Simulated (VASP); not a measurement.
Here is a VASP 6.6.1 calculation.

POSCAR

```
CsSnI3
1.0
    5.9918310766      0.0000000000      0.0000000000
    0.0000000000      5.9918310766      0.0000000000
    0.0000000000      0.0000000000      5.9918310766
Cs Sn I
1 1 3
Direct
    0.0000000000      0.0000000000      0.0000000000
    0.5000000000      0.5000000000      0.5000000000
    0.5000000000      0.5000000000      0.0000000000
    0.5000000000      0.0000000000      0.5000000000
    0.0000000000      0.5000000000      0.5000000000
```

INCAR.step1

```
  PREC = Accurate
  ENCUT = 520
  EDIFF = 1E-5
  ISMEAR = -1
  SIGMA = 0.02
  LREAL = False
  LASPH = True
  NELM = 60
  ALGO = Normal
  ISIF = 2
  LWAVE = True
  NBANDS = 30
  GGA = PE
```

File INCAR.step2:

```
  PREC = Accurate
  ENCUT = 520
  EDIFF = 1E-7
  ISMEAR = -1
  SIGMA = 0.02
  LREAL = False
  LASPH = True
  NELM = 60
  ALGO = Normal
  ISIF = 2
  LWAVE = False
  LCHARG = True
  GGA = PE
  LHFCALC = True
  HFSCREEN = 0.2079
  PRECFOCK = Fast
  LELF = True
  LVHAR = True
  NBANDS = 30
  ISTART = 1
```

KPOINTS

```
regular mesh
0
Gamma
  2 2 2
```

Potentials or basis: VASP PAW PBE potentials, release 64 (Cs_sv, Sn_d, I).

Run with:

```sh
$ cat potpaw_PBE.64/Cs_sv/POTCAR potpaw_PBE.64/Sn_d/POTCAR potpaw_PBE.64/I/POTCAR > POTCAR
$ cp INCAR.step1 INCAR
$ mpirun -np 1 vasp_std > vasp.out
$ cp INCAR.step2 INCAR
$ mpirun -np 1 vasp_std > vasp.out
```

Problem. Predict the band gap on the k mesh.

Solution. 0.23 eV, direct.

Problem. Estimate the pressure.

Solution. 4.7 GPa.

Caveat: the k points lie up to 0.52 Å⁻¹ apart; the cell differs from its parent crystal (strain -4.0%); the PAW data sets were made with another functional, which shifts forces and pressure a little; spin-orbit coupling is left out, which moves the levels of the heavy elements. A k mesh can miss the band edges.
